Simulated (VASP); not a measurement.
BeZn2Se3, 6 atoms in the cell. The structure is tetragonal, space group I-4m2 (No. 119). The conventional cell has a = 3.736 Å, b = 3.736 Å, c = 16.162 Å, α = 90.00°, β = 90.00°, γ = 90.00°. Be (site symmetry -4m2) has 4 Se at 2.19 Å within 2.9 Å. Zn (site symmetry 2mm) has 4 Se at 2.36 to 2.37 Å within 3.1 Å. Within 2.9 Å of Se (site symmetry 2mm) lie 2 Be at 2.19 Å and 2 Zn at 2.37 Å. Se (site symmetry -4m2) has 4 Zn at 2.36 Å within 3.1 Å. 

- Program: VASP 6.6.1
- Task: single point
- Functional: PBE
- Potentials or basis: VASP PAW PBE potentials, release 64 (Be, Zn, Se)
- Cutoff: 520 eV
- k mesh: 10 × 10 × 10
- Occupations: gaussian, width 0.02 eV
- Spin: no spin polarisation
- Dipole correction: no
- Further INCAR settings: ALGO = Normal; EDIFF = 1e-06; NBANDS = 31

Potentials or basis: VASP PAW PBE potentials, release 64 (Be, Zn, Se).

Launch:

```console
$ cat potpaw_PBE.64/Be/POTCAR potpaw_PBE.64/Zn/POTCAR potpaw_PBE.64/Se/POTCAR > POTCAR
$ mpirun -np 1 vasp_std > vasp.out
```

Hardware: 1 thread of Intel(R) Xeon(R) Platinum 8259CL CPU @ 2.50GHz (Skylake/Cascade Lake), on a shared host.

Problem. How long does it take, and how much memory?

Solution. It took 17 min on 1 thread of Intel(R) Xeon(R) Platinum 8259CL CPU @ 2.50GHz (Skylake/Cascade Lake) (shared host), peak memory 0.74 GiB. Counts: scf iterations 14, k points 102.
